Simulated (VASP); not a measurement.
# Ru (P6_3/mmc) in VASP: further runs

Runs on Ru. Level: PBEsol. Tasks: single point, relaxation of cell and atoms.

All numbers are computed with VASP 6.6.1; they aren't measurements. Logs are shortened: lines on timing, memory, paths and dates and some standing lists are left out, and cuts for length are marked.

## Step 1: The cell of the first run

The structure is hexagonal, space group P6_3/mmc (No. 194). Conventional cell: a = 2.692 Å, b = 2.692 Å, c = 4.244 Å, α = 90.00°, β = 90.00°, γ = 120.00°. Within 3.5 Å of Ru (site symmetry -6m2) lie 12 Ru at 2.63 to 2.69 Å.

## Step 2: Single point, PBEsol

File INCAR:

```
ALGO     = Normal         # electronic algorithm
EDIFF    = 1E-6           # SCF threshold, eV
ENCUT    = 520            # plane-wave cutoff, eV
GGA      = PS             # functional
ISIF     = 2              # what is computed and relaxed
ISMEAR   = 0              # smearing method
LASPH    = T              # aspherical terms in the spheres
LCHARG   = F              # write CHGCAR
LREAL    = F              # projectors in reciprocal space
LWAVE    = F              # write WAVECAR
NBANDS   = 21             # bands
NELM     = 100            # most SCF steps
PREC     = Accurate       # precision mode
SIGMA    = 0.05           # smearing width, eV
```

File KPOINTS:

```
k-points
0
Gamma
  14 14 8
```

File POSCAR:

```
Ru
1.0
    2.6923573894      0.0000000000      0.0000000000
   -1.3461786947      2.3316498953      0.0000000000
    0.0000000000      0.0000000000      4.2442668347
Ru
2
Direct
    0.3333333333      0.6666666667      0.7500000000
    0.6666666667      0.3333333333      0.2500000000
```

Potentials or basis: VASP PAW PBE potentials, release 64 (Ru_pv).

Command:

```console
$ cat potpaw_PBE.64/Ru_pv/POTCAR > POTCAR
$ mpirun -np 1 vasp_std > vasp.out
```

OUTCAR:

```text
EDIFF = 1E-6
   ENCUT = 520
   GGA = PS
   ISIF = 2
   ISMEAR = 0
   LASPH = T
   LREAL = F
   NELM = 100
   PREC = Accurate

 ion  position               nearest neighbor table
   1  0.333  0.667  0.750-   2 2.63   2 2.63   2 2.63   2 2.63   2 2.63   2 2.63
   2  0.667  0.333  0.250-   1 2.63   1 2.63   1 2.63   1 2.63   1 2.63   1 2.63

  LATTYP: Found a hexagonal cell.
 ALAT       =     2.6923573894
 C/A-ratio  =     1.5764128683

  Lattice vectors:

 A1 = (   2.6923573894,   0.0000000000,   0.0000000000)
 A2 = (  -1.3461786947,   2.3316498953,   0.0000000000)
 A3 = (   0.0000000000,   0.0000000000,   4.2442668347)

Analysis of symmetry for initial positions (statically):
=====================================================================
 Subroutine PRICEL returns:
 Original cell was already a primitive cell.

 Routine SETGRP: Setting up the symmetry group for a
 hexagonal supercell.

 Subroutine GETGRP returns: Found 24 space group operations
 (whereof 12 operations were pure point group operations)
 out of a pool of 24 trial point group operations.

The static configuration has the point symmetry D_3d.
 The point group associated with its full space group is D_6h.

Analysis of symmetry for dynamics (positions and initial velocities):
=====================================================================
 Subroutine PRICEL returns:
 Original cell was already a primitive cell.

 Routine SETGRP: Setting up the symmetry group for a
 hexagonal supercell.

 Subroutine GETGRP returns: Found 24 space group operations
 (whereof 12 operations were pure point group operations)
 out of a pool of 24 trial point group operations.

The dynamic configuration has the point symmetry D_3d.
 The point group associated with its full space group is D_6h.

 Subroutine INISYM returns: Found 24 space group operations
 (whereof 12 operations are pure point group operations),
 and found     1 'primitive' translations

----------------------------------------------------------------------------------------

                                     Primitive cell

  volume of cell :      26.6440

  direct lattice vectors                    reciprocal lattice vectors
     2.692357389  0.000000000  0.000000000     0.371421715  0.214440427  0.000000000
    -1.346178695  2.331649895  0.000000000     0.000000000  0.428880855  0.000000000
     0.000000000  0.000000000  4.244266835     0.000000000  0.000000000  0.235611953

  length of vectors
     2.692357389  2.692357389  4.244266835     0.428880855  0.428880855  0.235611953

  position of ions in fractional coordinates (direct lattice)
     0.333333333  0.666666667  0.750000000
     0.666666667  0.333333333  0.250000000

  ion indices of the primitive-cell ions
   primitive index   ion index
                 1           1
                 2           2

----------------------------------------------------------------------------------------

 KPOINTS: k-points

Automatic generation of k-mesh.
 Grid dimensions read from file:
 generate k-points for:   14   14    8

 Generating k-lattice:

  Cartesian coordinates                     Fractional coordinates (reciprocal lattice)
     0.026530123  0.015317173  0.000000000     0.071428571  0.000000000  0.000000000
     0.000000000  0.030634347  0.000000000     0.000000000  0.071428571  0.000000000
     0.000000000  0.000000000  0.029451494     0.000000000  0.000000000  0.125000000

  Length of vectors
     0.030634347  0.030634347  0.029451494

  Shift w.r.t. Gamma in fractional coordinates (k-lattice)
     0.000000000  0.000000000  0.000000000

 Subroutine IBZKPT returns following result:
 ===========================================

 Found    120 irreducible k-points:

 Following reciprocal coordinates:
            Coordinates               Weight
  0.000000  0.000000  0.000000      1.000000
  0.071429 -0.000000  0.000000      6.000000
  0.142857 -0.000000  0.000000      6.000000
  0.214286  0.000000  0.000000      6.000000
  0.285714  0.000000  0.000000      6.000000
  0.357143  0.000000  0.000000      6.000000
[... 16 lines left out ...]
  0.285714  0.285714  0.000000      6.000000
  0.357143  0.285714  0.000000      6.000000
 [... further k-points ...]
   k-points           NKPTS =    120   k-points in BZ     NKDIM =    120   number of bands    NBANDS=     21
   number of dos      NEDOS =    301   number of ions     NIONS =      2
   total plane-waves  NPLWV =  12800
   dimension x,y,z NGX =    20 NGY =   20 NGZ =   32
   dimension x,y,z NGXF=    40 NGYF=   40 NGZF=   64
   ions per type =               2
   NGX,Y,Z   is equivalent  to a cutoff of  12.35, 12.35, 12.53 a.u.
   NGXF,Y,Z  is equivalent  to a cutoff of  24.70, 24.70, 25.07 a.u.
 SYSTEM =  unknown system
   PREC   = accura    normal or accurate (medium, high low for compatibility)
   ISTART =      0    job   : 0-new  1-cont  2-samecut
   ICHARG =      2    charge: 1-file 2-atom 10-const
   ISPIN  =      1    spin polarized calculation?
   LNONCOLLINEAR =      F non collinear calculations
   LSORBIT =      F    spin-orbit coupling
   LASPH  =      T    aspherical Exc in radial PAW
   ENCUT  =  520.0 eV  38.22 Ry    6.18 a.u.   5.01  5.01  7.89*2*pi/ulx,y,z
   NELM   =    100;   NELMIN=  2; NELMDL= -5     # of ELM steps
   EDIFF  = 0.1E-05   stopping-criterion for ELM
   LREAL  =      F    real-space projection
   EDIFFG = 0.1E-04   stopping-criterion for IOM
   NSW    =      0    number of steps for IOM
   IBRION =     -1    ionic relax: 0-MD 1-quasi-New 2-CG
   NFREE  =      0    steps in history (QN), initial steepest desc. (CG)
   ISIF   =      2    stress and relaxation
   ISYM   =      2    0-nonsym 1-usesym 2-fastsym
   POTIM  = 0.5000    time-step for ionic-motion
   TEBEG  =    0.0;   TEEND  =   0.0 temperature during run
   PSTRESS=    0.0 pullay stress
   NELECT =      28.0000    total number of electrons
   NUPDOWN=      -1.0000    fix difference up-down
   EMIN   =  10.00;   EMAX   =-10.00  energy-range for DOS
   EFERMI =   0.00;   METHOD = LEGACY
   ISMEAR =     0;   SIGMA  =   0.05  broadening in eV -4-tet -1-fermi 0-gaus
   EFERMI_NEDOS =   21; number of points for ismear=-14 and -15
   IALGO  =     38    algorithm
   IMIX   =      4    mixing-type and parameters
     AMIX     =   0.40;   BMIX     =  1.00
     AMIX_MAG =   1.60;   BMIX_MAG =  1.00
  volume/ion in A,a.u.               =      13.32        89.90
  Fermi-wavevector in a.u.,A,eV,Ry     =   1.664414  3.145286 37.691849  2.770273
  Thomas-Fermi vector in A             =   2.750962
   LORBIT       =      0    0 simple, 1 ext, 2 COOP (PROOUT), +10 PAW based schemes
   GGA     = PS    functional components
   LHFCALC =     F    Hartree Fock is set to
   AEXX    =    0.0000 exact exchange contribution
   IVDW    =     0    specifies the selected vdW correction
   LEPSILON=     F    determine dielectric tensor
   LRPA    =     F    only Hartree local field effects (RPA)
 non-spin polarized calculation
 Gauss-broadening in eV      SIGMA  =   0.05
  energy-cutoff  :      520.00
  volume of cell :       26.64
 maximum number of plane-waves:       734
 NGX is ok and might be reduce to    20
   NGX =  9   NGY =  9   NGZ = 15

 number of electron      27.9999997 magnetization

 Free energy of the ion-electron system (eV)
  ---------------------------------------------------
  ext. energy  EPLUGINS =         0.00000000
  ---------------------------------------------------
  free energy    TOTEN  =       -20.33715776 eV

  energy without entropy =      -20.33420008  energy(sigma->0) =      -20.33567892

 E-fermi :  13.0315     XC(G=0): -14.3983

 val. band max:       13.0192787876   @ k =   0.1429   0.1429   0.2500
 cond. band min:      13.0316156326   @ k =   0.2857   0.1429   0.1250
 fundamental gap:      0.0123368450
 Fermi energy:        13.0315298223

 k-point     1 :       0.0000    0.0000    0.0000
  band No.  band energies     occupation
      1     -30.6391      2.00000
      2     -29.6318      2.00000
      3     -29.6318      2.00000
      4     -29.4467      2.00000
      5     -29.4467      2.00000
      6     -29.4052      2.00000
[... 13 lines left out ...]
     20      23.3035      0.00000
     21      23.6487      0.00000

 k-point     2 :       0.0714   -0.0000    0.0000
  band No.  band energies     occupation
      1     -30.6205      2.00000
      2     -29.6710      2.00000
      3     -29.6451      2.00000
      4     -29.4878      2.00000
      5     -29.4519      2.00000
      6     -29.4140      2.00000
[... 13 lines left out ...]
     20      23.3035      0.00000
     21      23.6225      0.00000

 k-point     3 :       0.1429   -0.0000    0.0000
  band No.  band energies     occupation
      1     -30.5664      2.00000
      2     -29.7811      2.00000
      3     -29.6816      2.00000
      4     -29.6010      2.00000
      5     -29.4674      2.00000
      6     -29.4405      2.00000
[... 13 lines left out ...]
     20      23.3034      0.00000
     21      23.5381      0.00000

 k-point     4 :       0.2143    0.0000    0.0000
  band No.  band energies     occupation
      1     -30.4823      2.00000
      2     -29.9403      2.00000
      3     -29.7600      2.00000
      4     -29.7325      2.00000
      5     -29.4913      2.00000
      6     -29.4846      2.00000
[... 13 lines left out ...]
     20      23.3032      0.00000
     21      23.4224      0.00000

 k-point     5 :       0.2857    0.0000    0.0000
  band No.  band energies     occupation
      1     -30.3771      2.00000
      2     -30.1168      2.00000
      3     -29.9306      2.00000
      4     -29.7869      2.00000
      5     -29.5452      2.00000
      6     -29.5193      2.00000
[... 13 lines left out ...]
     20      23.3028      0.00000
     21      23.3501      0.00000
[... 382 lines left out ...]
     20      23.3008      0.00000
     21      23.6531      0.00000

 k-point    22 :       0.3571    0.2143    0.0000
  band No.  band energies     occupation
      1     -30.3269      2.00000
      2     -30.1382      2.00000
      3     -30.0413      2.00000
      4     -30.0163      2.00000
      5     -29.7870      2.00000
      6     -29.7665      2.00000
[... 13 lines left out ...]
     20      23.3028      0.00000
     21      23.3118      0.00000

 k-point    23 :       0.2857    0.2857    0.0000
  band No.  band energies     occupation
      1     -30.2864      2.00000
      2     -30.1474      2.00000
      3     -30.0260      2.00000
      4     -30.0144      2.00000
      5     -29.8236      2.00000
      6     -29.8000      2.00000
[... 13 lines left out ...]
     20      23.3036      0.00000
     21      23.3057      0.00000

 k-point    24 :       0.3571    0.2857    0.0000
  band No.  band energies     occupation
      1     -30.2904      2.00000
      2     -30.0917      2.00000
      3     -30.0888      2.00000
      4     -29.9598      2.00000
      5     -29.8612      2.00000
      6     -29.8600      2.00000
[... 13 lines left out ...]
     20      23.3042      0.00000
     21      23.3048      0.00000

 [... further k-points ...]
[... 5 lines left out ...]
  --------------------------------------------------------------------------------------
  -------------------------------------------------------------------------------------
  Total        0.0004711      0.0004711      0.0083579      0.0000000     -0.0000000      0.0000000
  in kB        0.0283302      0.0283302      0.5025825      0.0000000     -0.0000000      0.0000000
  external PRESSURE =       0.1864143 kB  Pullay stress =       0.0000000 kB

 VOLUME and BASIS-vectors are now :
 -----------------------------------------------------------------------------
  energy-cutoff  :      520.00
  volume of cell :       26.64
      direct lattice vectors                 reciprocal lattice vectors
     2.692357389  0.000000000  0.000000000     0.371421715  0.214440427  0.000000000
    -1.346178695  2.331649895  0.000000000     0.000000000  0.428880855  0.000000000
     0.000000000  0.000000000  4.244266835     0.000000000  0.000000000  0.235611953

 POSITION                                       TOTAL-FORCE (eV/Angst)
 -----------------------------------------------------------------------------------
     -0.00000      1.55443      3.18320         0.000000      0.000000      0.000000
      1.34618      0.77722      1.06107        -0.000000     -0.000000      0.000000
 -----------------------------------------------------------------------------------
    total drift:                               -0.000000      0.000000     -0.000000

  FREE ENERGIE OF THE ION-ELECTRON SYSTEM (eV)
  ---------------------------------------------------
  free  energy   TOTEN  =       -20.3371577633 eV

  energy  without entropy=      -20.3342000833  energy(sigma->0) =      -20.33567892
```

Wall time 41 s (1 thread of Intel Xeon Platinum 8259CL at 2.50GHz (Skylake/Cascade Lake), shared host); peak memory 0.17 GiB.

Results:

```
Free energy            : -20.3372 eV
Pressure               : 0.0 GPa
Band gap on the k mesh : zero (bands 14 and 15 overlap by 3.25 eV)
```

Caveat: the PAW data sets were made with another functional, which shifts forces and pressure a little.

## Step 3: Relaxation of cell and atoms, PBEsol

This run uses another cell than the first one, of 13.50 Å³/atom.

File INCAR:

```
PREC = Accurate
ENCUT = 600
EDIFF = 1E-6
ISMEAR = 0
SIGMA = 0.05
LREAL = F
LASPH = T
NELM = 60
ALGO = Normal
ISIF = 3
LWAVE = F
LCHARG = F
GGA = PS
IBRION = 2
NSW = 80
EDIFFG = -0.01
```

File KPOINTS:

```
Automatic mesh
0
Gamma
  14 14 8
```

File POSCAR:

```
Ru
1.0
    2.7000000000      0.0000000000      0.0000000000
   -1.3500000000      2.3382685902      0.0000000000
    0.0000000000      0.0000000000      4.2768000000
Ru
2
Direct
    0.3333333333      0.6666666667      0.7500000000
    0.6666666667      0.3333333333      0.2500000000
```

Potentials or basis: VASP PAW PBE potentials, release 64 (Ru_pv).

Command:

```console
$ cat potpaw_PBE.64/Ru_pv/POTCAR > POTCAR
$ mpirun -np 1 vasp_std > vasp.out
```

Wall time 3.1 min (1 thread of Intel Xeon Platinum 8259CL at 2.50GHz (Skylake/Cascade Lake), shared host); peak memory 0.21 GiB.

The run converged. Its results:

```yaml
Free_energy: -20.3381 eV
Relaxed_volume: 13.32 Å³/atom
Relaxed_cell: a = 2.692 Å, b = 2.692 Å, c = 4.244 Å, α = 90.00°, β = 90.00°, γ = 120.00°
Space_group_after_relaxing_to_0.1_Å: P6_3/mmc (No. 194)
Energy_gained_by_relaxing: 3.0 meV/atom
Ionic_steps: 6
Pressure_after_relaxing: 0.1 GPa
Band_gap_on_the_k_mesh: zero (bands 14 and 15 overlap by 3.26 eV)
```

The path:
```csv
step,energy change (eV),largest force (eV/Å),pressure (GPa),volume (Å³)
1,0.0000,0.0000,-4.59,27.00
2,0.0521,0.0000,16.89,25.52
3,-0.0058,0.0000,-0.05,26.63
4,-0.0058,0.0000,0.20,26.62
5,-0.0059,0.0000,-0.08,26.64
6,-0.0060,0.0000,0.10,26.63
```

Final structure:
```
Ru
1.0
     2.69201    0.00000    0.00000
    -1.34600    2.33135    0.00000
     0.00000    0.00000    4.24383
Ru
2
Direct
  0.33333 0.66667 0.75000
  0.66667 0.33333 0.25000
```

Levels at points of the mesh, in eV from the Fermi level:
```tsv
k point	band 12	band 13	band 14	band 15	band 16	band 17
(0.00, 0.00, 0.00)	-1.95	-1.95	-1.45	-1.45	1.24	1.24
(0.50, 0.00, 0.00)	-1.86	-1.53	1.48	1.93	2.03	4.17
(0.00, 0.00, 0.50)	-2.85	-2.77	-2.77	0.59	0.59	0.59
(0.50, 0.00, 0.50)	-1.09	0.46	0.46	1.75	1.75	3.46
```

Caveat: the PAW data sets were made with another functional, which shifts forces and pressure a little.
